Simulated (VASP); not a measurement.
# In (R-3m) in VASP: further runs

In is run at these levels: RPBE, PBE, PBE+D3(BJ); tasks: single point.

Program: VASP 6.6.1. These are calculated values, not measurements. Logs are shortened: lines on timing, memory, paths and dates and some standing lists are left out, and cuts for length are marked.

### 1 The cell of the first run

It takes space group R-3m (No. 166, trigonal). Conventional cell: a = 3.339 Å, b = 3.339 Å, c = 24.622 Å, α = 90.00°, β = 90.00°, γ = 120.00°. In (site symmetry -3m) has 12 In at 3.34 to 3.35 Å within 4.4 Å. In (site symmetry 3m) has 12 In at 3.34 to 3.35 Å within 4.4 Å.

### 2 Single point, RPBE

INCAR

```
ALGO = Normal
EDIFF = 1E-6
ENCUT = 520
GGA = RP
ISIF = 2
ISMEAR = 0
LASPH = True
LCHARG = False
LREAL = False
LWAVE = False
NBANDS = 26
NELM = 60
PREC = Accurate
SIGMA = 0.1
```

KPOINTS

```
k-points
0
Gamma
  6 6 6
```

POSCAR

```
In
1.0
    1.6696368166      0.9639652655      8.2074632500
   -1.6696368166      0.9639652655      8.2074632500
    0.0000000000     -1.9279305310      8.2074632500
In
3
Direct
    0.0000000000      0.0000000000      0.0000000000
    0.7780122400      0.7780122400      0.7780122400
    0.2219877600      0.2219877600      0.2219877600
```

Potentials or basis: VASP PAW PBE potentials, release 64 (In_d).

Started as:

```sh
cat potpaw_PBE.64/In_d/POTCAR > POTCAR
mpirun -np 1 vasp_std > vasp.out
```

OUTCAR:

```text
EDIFF = 1E-6
   ENCUT = 520
   GGA = RP
   ISIF = 2
   ISMEAR = 0
   LASPH = True
   LREAL = False
   NELM = 60
   PREC = Accurate

 ion  position               nearest neighbor table
   1  0.000  0.000  0.000-   2 3.35   3 3.35   2 3.35   2 3.35   3 3.35   3 3.35
   2  0.778  0.778  0.778-   3 3.34   3 3.34   3 3.34   1 3.35   1 3.35   1 3.35
   3  0.222  0.222  0.222-   2 3.34   2 3.34   2 3.34   1 3.35   1 3.35   1 3.35

  LATTYP: Found a trigonal (rhomboedric) cell.
 ALAT       =     8.4308581492
 COS(alpha) =     0.9215612875

  Lattice vectors:

 A1 = (   1.6696368166,   0.9639652655,   8.2074632500)
 A2 = (  -1.6696368166,   0.9639652655,   8.2074632500)
 A3 = (   0.0000000000,  -1.9279305310,   8.2074632500)

Analysis of symmetry for initial positions (statically):
=====================================================================
 Subroutine PRICEL returns:
 Original cell was already a primitive cell.

 Routine SETGRP: Setting up the symmetry group for a
 trigonal (rhombohedral) supercell.

 Subroutine GETGRP returns: Found 12 space group operations
 (whereof 12 operations were pure point group operations)
 out of a pool of 12 trial point group operations.

The static configuration has the point symmetry D_3d.

Analysis of symmetry for dynamics (positions and initial velocities):
=====================================================================
 Subroutine PRICEL returns:
 Original cell was already a primitive cell.

 Routine SETGRP: Setting up the symmetry group for a
 trigonal (rhombohedral) supercell.

 Subroutine GETGRP returns: Found 12 space group operations
 (whereof 12 operations were pure point group operations)
 out of a pool of 12 trial point group operations.

The dynamic configuration has the point symmetry D_3d.

 Subroutine INISYM returns: Found 12 space group operations
 (whereof 12 operations are pure point group operations),
 and found     1 'primitive' translations

----------------------------------------------------------------------------------------

                                     Primitive cell

[... 78 lines left out ...]
   dimension x,y,z NGXF=   128 NGYF=  128 NGZF=  128
   ions per type =               3
   NGX,Y,Z   is equivalent  to a cutoff of  12.62, 12.62, 12.62 a.u.
   NGXF,Y,Z  is equivalent  to a cutoff of  25.24, 25.24, 25.24 a.u.
 SYSTEM =  unknown system
   PREC   = accura    normal or accurate (medium, high low for compatibility)
   ISTART =      0    job   : 0-new  1-cont  2-samecut
   ICHARG =      2    charge: 1-file 2-atom 10-const
   ISPIN  =      1    spin polarized calculation?
   LNONCOLLINEAR =      F non collinear calculations
   LSORBIT =      F    spin-orbit coupling
   LASPH  =      T    aspherical Exc in radial PAW
   ENCUT  =  520.0 eV  38.22 Ry    6.18 a.u.  15.68 15.68 15.68*2*pi/ulx,y,z
   NELM   =     60;   NELMIN=  2; NELMDL= -5     # of ELM steps
   EDIFF  = 0.1E-05   stopping-criterion for ELM
   LREAL  =      F    real-space projection
   EDIFFG = 0.1E-04   stopping-criterion for IOM
   NSW    =      0    number of steps for IOM
   IBRION =     -1    ionic relax: 0-MD 1-quasi-New 2-CG
   NFREE  =      0    steps in history (QN), initial steepest desc. (CG)
   ISIF   =      2    stress and relaxation
   ISYM   =      2    0-nonsym 1-usesym 2-fastsym
   POTIM  = 0.5000    time-step for ionic-motion
   TEBEG  =    0.0;   TEEND  =   0.0 temperature during run
   PSTRESS=    0.0 pullay stress
   NELECT =      39.0000    total number of electrons
   NUPDOWN=      -1.0000    fix difference up-down
   EMIN   =  10.00;   EMAX   =-10.00  energy-range for DOS
   EFERMI =   0.00;   METHOD = LEGACY
   ISMEAR =     0;   SIGMA  =   0.10  broadening in eV -4-tet -1-fermi 0-gaus
   EFERMI_NEDOS =   21; number of points for ismear=-14 and -15
   IALGO  =     38    algorithm
   IMIX   =      4    mixing-type and parameters
     AMIX     =   0.40;   BMIX     =  1.00
     AMIX_MAG =   1.60;   BMIX_MAG =  1.00
  volume/ion in A,a.u.               =      26.42       178.29
  Fermi-wavevector in a.u.,A,eV,Ry     =   1.292454  2.442384 22.727687  1.670438
  Thomas-Fermi vector in A             =   2.424161
   LORBIT       =      0    0 simple, 1 ext, 2 COOP (PROOUT), +10 PAW based schemes
   GGA     = RP    functional components
   LHFCALC =     F    Hartree Fock is set to
   AEXX    =    0.0000 exact exchange contribution
   IVDW    =     0    specifies the selected vdW correction
   LEPSILON=     F    determine dielectric tensor
   LRPA    =     F    only Hartree local field effects (RPA)
 non-spin polarized calculation
 Gauss-broadening in eV      SIGMA  =   0.10
  energy-cutoff  :      520.00
  volume of cell :       79.26
 maximum number of plane-waves:      2154
   NGX = 31   NGY = 31   NGZ = 31

 number of electron      38.9999997 magnetization

 Free energy of the ion-electron system (eV)
  ---------------------------------------------------
  ext. energy  EPLUGINS =         0.00000000
  ---------------------------------------------------
  free energy    TOTEN  =        -6.60217127 eV

  energy without entropy =       -6.59572784  energy(sigma->0) =       -6.59894956

 E-fermi :   7.4660     XC(G=0): -10.1128

 val. band max:        7.4616418609   @ k =   0.5000   0.5000   0.1667
 cond. band min:       7.5228424978   @ k =   0.1667   0.1667   0.0000
 fundamental gap:      0.0612006370
 Fermi energy:         7.4660349592

 k-point     1 :       0.0000    0.0000    0.0000
  band No.  band energies     occupation
      1      -7.1821      2.00000
      2      -7.1816      2.00000
      3      -7.1433      2.00000
      4      -7.1251      2.00000
      5      -7.1251      2.00000
      6      -7.1054      2.00000
[... 685 lines left out ...]
     25      11.5648      0.00000
     26      13.1106      0.00000

 [... further k-points ...]
[... 5 lines left out ...]
  --------------------------------------------------------------------------------------
  -------------------------------------------------------------------------------------
  Total        1.7499997      1.7499997      1.0417871      0.0000000      0.0000000      0.0000000
  in kB       35.3756929     35.3756929     21.0593993      0.0000000      0.0000000      0.0000000
  external PRESSURE =      30.6035951 kB  Pullay stress =       0.0000000 kB

 VOLUME and BASIS-vectors are now :
 -----------------------------------------------------------------------------
  energy-cutoff  :      520.00
  volume of cell :       79.26
      direct lattice vectors                 reciprocal lattice vectors
     1.669636817  0.963965265  8.207463250     0.299466324  0.172896963  0.040613442
    -1.669636817  0.963965265  8.207463250    -0.299466324  0.172896963  0.040613442
     0.000000000 -1.927930531  8.207463250     0.000000000 -0.345793926  0.040613442

 POSITION                                       TOTAL-FORCE (eV/Angst)
 -----------------------------------------------------------------------------------
      0.00000      0.00000      0.00000         0.000000      0.000000     -0.000000
      0.00000      0.00000     19.15652         0.000000      0.000000      0.008988
      0.00000      0.00000      5.46587         0.000000     -0.000000     -0.008988
 -----------------------------------------------------------------------------------
    total drift:                                0.000000      0.000000     -0.000000

  FREE ENERGIE OF THE ION-ELECTRON SYSTEM (eV)
  ---------------------------------------------------
  free  energy   TOTEN  =        -6.6021712694 eV

  energy  without entropy=       -6.5957278429  energy(sigma->0) =       -6.59894956
```

OSZICAR:

```text
N       E                     dE             d eps       ncg     rms          rms(c)
DAV:   1     0.349724147522E+03    0.34972E+03   -0.18893E+04  1664   0.203E+03
DAV:   2     0.240530126085E+02   -0.32567E+03   -0.32158E+03  1668   0.447E+02
DAV:   3    -0.556045847995E+01   -0.29613E+02   -0.29360E+02  1984   0.160E+02
DAV:   4    -0.659792212410E+01   -0.10375E+01   -0.10361E+01  2038   0.332E+01
DAV:   5    -0.665346017459E+01   -0.55538E-01   -0.55534E-01  2696   0.588E+00    0.382E+00
DAV:   6    -0.660941942549E+01    0.44041E-01   -0.10105E-01  2140   0.460E+00    0.195E+00
DAV:   7    -0.660202451656E+01    0.73949E-02   -0.38610E-02  2248   0.266E+00    0.380E-01
DAV:   8    -0.660205911261E+01   -0.34596E-04   -0.33371E-03  2028   0.689E-01    0.550E-02
DAV:   9    -0.660215578747E+01   -0.96675E-04   -0.17560E-04  2502   0.118E-01    0.240E-02
DAV:  10    -0.660216674977E+01   -0.10962E-04   -0.16632E-05  2358   0.533E-02    0.146E-02
DAV:  11    -0.660217123532E+01   -0.44855E-05   -0.68773E-06  1542   0.243E-02    0.150E-03
DAV:  12    -0.660217126941E+01   -0.34091E-07   -0.54442E-07  1002   0.124E-02
   1 F= -.66021713E+01 E0= -.65989496E+01  d E =-.644343E-02
```

Run time: 9.3 min. Hardware: 1 thread of Intel Xeon 8259CL, shared host; peak memory 0.53 GiB.

Results:

* Free energy: -6.6022 eV
* Pressure: 3.1 GPa
* Largest force: 0.009 eV/Å
* Band gap on the k mesh: zero (an odd number of electrons rules out a gap without spin polarisation)

Forces in eV/Å, atoms in the order of the input:
```
In   0.000  0.000  0.000
In   0.000  0.000  0.009
In   0.000  0.000 -0.009
```

Levels at points of the mesh, in eV from the Fermi level:
```
           k point  band 16  band 17  band 18  band 19  band 20  band 21  band 22  band 23
(0.00, 0.00, 0.00)    -9.39    -6.94    -6.92     0.58     0.60     8.88     8.88     8.97
(0.50, 0.00, 0.00)    -4.65    -4.07    -2.88    -2.65    -1.05    -0.95     3.39     4.17
(0.50, 0.50, 0.00)    -4.40    -4.13    -3.37    -2.95    -0.31    -0.18     2.00     3.41
(0.50, 0.50, 0.50)    -8.79    -8.77    -4.24    -3.28     5.87     5.92     8.46     8.46
```

Caveat: the k points lie up to 0.36 Å⁻¹ apart, too coarse for converged energies and pressures of a metal; the PAW data sets were made with another functional, which shifts forces and pressure a little; spin-orbit coupling is left out, which moves the levels of the heavy elements.

### 3 Single point, PBE

INCAR

```
SYSTEM = In
ALGO     = Normal         ! electronic algorithm
EDIFF    = 1E-6           ! SCF threshold, eV
ENCUT    = 520            ! plane-wave cutoff, eV
GGA      = PE             ! functional
ISIF     = 2              ! what is computed and relaxed
ISMEAR   = -1             ! smearing method
LASPH    = .True.         ! aspherical terms in the spheres
LCHARG   = .False.        ! write CHGCAR
LREAL    = .False.        ! projectors in reciprocal space
LWAVE    = .False.        ! write WAVECAR
NBANDS   = 26             ! bands
NELM     = 60             ! most SCF steps
PREC     = Accurate       ! precision mode
SIGMA    = 0.08617333262145177 ! smearing width, eV
```

KPOINTS

```
k-points
0
Gamma
  6 6 6
  0 0 0
```

POSCAR

```
In
1.0
    1.6696368166      0.9639652655      8.2074632500
   -1.6696368166      0.9639652655      8.2074632500
    0.0000000000     -1.9279305310      8.2074632500
In
3
Direct
    0.8020000000      0.9470000000      0.9770000000
    1.5800122400      1.7250122400      1.7550122400
    1.0239877600      1.1689877600      1.1989877600
```

Potentials or basis: VASP PAW PBE potentials, release 64 (In_d).

Started as:

```sh
cat potpaw_PBE.64/In_d/POTCAR > POTCAR
mpirun -np 1 vasp_std > vasp.out
```

OUTCAR:

```text
SYSTEM = In
   EDIFF = 1E-6
   ENCUT = 520
   GGA = PE
   ISIF = 2
   ISMEAR = -1
   LASPH = .True.
   LREAL = .False.
   NELM = 60
   PREC = Accurate

 ion  position               nearest neighbor table
   1  0.802  0.947  0.977-   3 3.35   2 3.35   2 3.35   2 3.35   3 3.35   3 3.35
   2  0.580  0.725  0.755-   3 3.34   3 3.34   3 3.34   1 3.35   1 3.35   1 3.35
   3  0.024  0.169  0.199-   2 3.34   2 3.34   2 3.34   1 3.35   1 3.35   1 3.35

  LATTYP: Found a trigonal (rhomboedric) cell.
 ALAT       =     8.4308581492
 COS(alpha) =     0.9215612875

  Lattice vectors:
[... 196 lines left out ...]
      6      -7.1856      2.00000
[... 685 lines left out ...]
     25      11.4192      0.00000
     26      12.9735      0.00000

 [... further k-points ...]
[... 5 lines left out ...]
  --------------------------------------------------------------------------------------
  -------------------------------------------------------------------------------------
  Total        0.8408372      0.8408372      0.3601720      0.0000000      0.0000000      0.0000000
  in kB       16.9972591     16.9972591      7.2807646      0.0000000      0.0000000      0.0000000
  external PRESSURE =      13.7584276 kB  Pullay stress =       0.0000000 kB

 VOLUME and BASIS-vectors are now :
 -----------------------------------------------------------------------------
  energy-cutoff  :      520.00
  volume of cell :       79.26
      direct lattice vectors                 reciprocal lattice vectors
     1.669636817  0.963965265  8.207463250     0.299466324  0.172896963  0.040613442
    -1.669636817  0.963965265  8.207463250    -0.299466324  0.172896963  0.040613442
     0.000000000 -1.927930531  8.207463250     0.000000000 -0.345793926  0.040613442

 POSITION                                       TOTAL-FORCE (eV/Angst)
 -----------------------------------------------------------------------------------
     -0.24210     -0.19761     22.37354         0.000000     -0.000000      0.000000
     -0.24210     -0.19761     16.90768         0.000000      0.000000      0.009559
     -0.24210     -0.19761      3.21702         0.000000     -0.000000     -0.009559
 -----------------------------------------------------------------------------------
    total drift:                               -0.000000     -0.000000     -0.000004

  FREE ENERGIE OF THE ION-ELECTRON SYSTEM (eV)
  ---------------------------------------------------
  free  energy   TOTEN  =        -7.7463514558 eV

  energy  without entropy=       -7.7183922233  energy(sigma->0) =       -7.73237184
```

It took 7.3 min on 1 thread of Intel Xeon 8259CL, shared host; peak memory 0.53 GiB.

Results:

```yaml
Free_energy: -7.7464 eV
Pressure: 1.4 GPa
Largest_force: 0.010 eV/Å
Band_gap_on_the_k_mesh: zero (an odd number of electrons rules out a gap without spin polarisation)
```

Forces on the atoms (eV/Å):
```
In   0.000  0.000  0.000
In   0.000  0.000  0.010
In   0.000  0.000 -0.010
```

Caveat: the k points lie up to 0.36 Å⁻¹ apart, too coarse for converged energies and pressures of a metal; spin-orbit coupling is left out, which moves the levels of the heavy elements.

### 4 Single point, PBE+D3(BJ)

INCAR

```
SYSTEM = In
  ALGO = Fast
  EDIFF = 1E-7
  ENCUT = 520
  GGA = PE
  ISIF = 2
  ISMEAR = 0
  IVDW = 12
  LASPH = .True.
  LCHARG = .True.
  LELF = .True.
  LREAL = .False.
  LVHAR = .True.
  LWAVE = .False.
  NBANDS = 26
  NELM = 80
  PREC = Accurate
  SIGMA = 0.1
```

KPOINTS is that of step 3.

POSCAR

```
In
1.0
    1.6696368166      0.9639652655      8.2074632500
   -1.6696368166      0.9639652655      8.2074632500
    0.0000000000     -1.9279305310      8.2074632500
In
3
Direct
    0.0000000000      0.0000000000      0.0000000000
    0.7780122400      0.7780122400      0.7780122400
    0.2219877600      0.2219877600      0.2219877600
```

Started as:

```sh
cat potpaw_PBE.64/In_d/POTCAR > POTCAR
mpirun -np 1 vasp_std > vasp.out
```

It took 19 min on 1 thread of Intel Xeon 8259CL, shared host; peak memory 0.52 GiB.

Results (log left out):

```
Free energy                : -8.7394 eV
Pressure                   : -0.7 GPa
Largest force              : 0.013 eV/Å
Band gap on the k mesh     : zero (an odd number of electrons rules out a gap without spin polarisation)
Dispersion energy per atom : -0.335 eV
```

Forces in eV/Å, atoms in the order of the input:
```
In   0.000  0.000  0.000
In   0.000  0.000  0.013
In   0.000  0.000 -0.013
```

Stress tensor (GPa, compression positive):
```
-0.22  0.00  0.00
 0.00 -0.22  0.00
 0.00  0.00 -1.61
```

Levels at points of the mesh, in eV from the Fermi level:
| k point | band 15 | band 16 | band 17 | band 18 | band 19 | band 20 | band 21 | band 22 | band 23 | band 24 |
| --- | --- | --- | --- | --- | --- | --- | --- | --- | --- | --- |
| (0.00, 0.00, 0.00) | -14.27 | -9.39 | -6.95 | -6.93 | 0.58 | 0.60 | 8.84 | 8.84 | 8.92 | 8.92 |
| (0.50, 0.00, 0.00) | -14.20 | -4.67 | -4.07 | -2.91 | -2.64 | -1.05 | -0.95 | 3.38 | 4.17 | 4.83 |
| (0.50, 0.50, 0.00) | -14.19 | -4.41 | -4.14 | -3.38 | -2.94 | -0.31 | -0.21 | 1.99 | 3.43 | 4.13 |
| (0.50, 0.50, 0.50) | -14.24 | -8.80 | -8.78 | -4.27 | -3.27 | 5.86 | 5.91 | 8.42 | 8.42 | 9.80 |

Caveat: the k points lie up to 0.36 Å⁻¹ apart, too coarse for converged energies and pressures of a metal; three body term missing; spin-orbit coupling is left out, which moves the levels of the heavy elements.

### 5 Overview

| level | smearing | gap on the mesh (eV) | pressure (GPa) | largest force (eV/Å) |
| --- | --- | --- | --- | --- |
| RPBE | gaussian 0.1 eV | none | 3.1 | 0.01 |
| PBE | fermi-dirac 0.0861733 eV | none | 1.4 | 0.01 |
| PBE+D3(BJ) | gaussian 0.1 eV | none | -0.7 | 0.01 |

Alike in all rows: task single point; potentials or basis VASP PAW PBE potentials, release 64 (In_d); no spin polarisation; cell as given; k mesh 6 × 6 × 6; cutoff (eV) 520.

Caveats: all runs use coarse meshes; spin-orbit coupling is left out, which moves the levels of the heavy elements; the PAW data sets were made with another functional, which shifts forces and pressure a little (at least some runs); three body term missing (at least some runs).

Absolute energies hang on the potentials; compare differences alone.
